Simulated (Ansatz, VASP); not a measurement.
# HgTe: VASP beside Ansatz

File INCAR:

```
SYSTEM = HgTe
  PREC = Accurate
  ENCUT = 500
  EDIFF = 1E-6
  ISMEAR = 0
  SIGMA = 0.024
  LREAL = .FALSE.
  LASPH = .TRUE.
  NELM = 120
  ALGO = Normal
  ISIF = 2
  LWAVE = .FALSE.
  LCHARG = .FALSE.
  GGA = PE
  NBANDS = 16
  GGA_COMPAT = .FALSE.
```

File KPOINTS:

```
Automatic mesh
0
G
  7 7 7
  0 0 0
```

POSCAR

```
HgTe
1.0
    0.0000000000      3.1800000000      3.1800000000
    3.1800000000      0.0000000000      3.1800000000
    3.1800000000      3.1800000000      0.0000000000
Hg Te
1 1
Direct
    0.0000000000      0.0000000000      0.0000000000
    0.5000000000      0.5000000000      0.5000000000
```

File input.yaml:

```yaml
crystal:
  lattice:
    - [0.0, 3.18, 3.18]
    - [3.18, 0.0, 3.18]
    - [3.18, 3.18, 0.0]
  atoms:
    - { symbol: Hg, position: [0.0, 0.0, 0.0] }
    - { symbol: Te, position: [0.5, 0.5, 0.5] }
hamiltonian:
  xc: pbe
  pseudopotentials: { kind: paw }
kpoints:
  mp_grid: { grid: [7, 7, 7] }
scf:
  occupations: { method: gaussian, width: 0.024 }
output:
  forces: true
  stress: true
  eigenvalues: true
```

Alike in both runs: task single point; functional PBE; k mesh 7 × 7 × 7; occupations gaussian, width 0.024 eV; no spin polarisation.

```csv
,VASP,Ansatz
version,VASP 6.6.1,Ansatz 0.2.0
potentials or method,"VASP PAW PBE potentials, release 64 (Hg, Te)",Ansatz PAW
plane-wave cutoff (eV),500,420
valence electrons in the cell,18,36
```

VASP gave:

| Quantity | Value |
| --- | --- |
| gap on the k mesh at the Fermi level (eV) | none |
| pressure (GPa) | -3.7 |

Question: Estimate Ansatz's values.

Answer: gap on the k mesh at the Fermi level (eV): none; pressure (GPa): -3.8.

A gap of «none» marks a metal or a gap that the smearing closes. VASP's potentials hold 18 valence electrons a cell and Ansatz's 36, so a difference there can come from the potentials and not from the codes.

Neither program's run includes spin-orbit coupling.
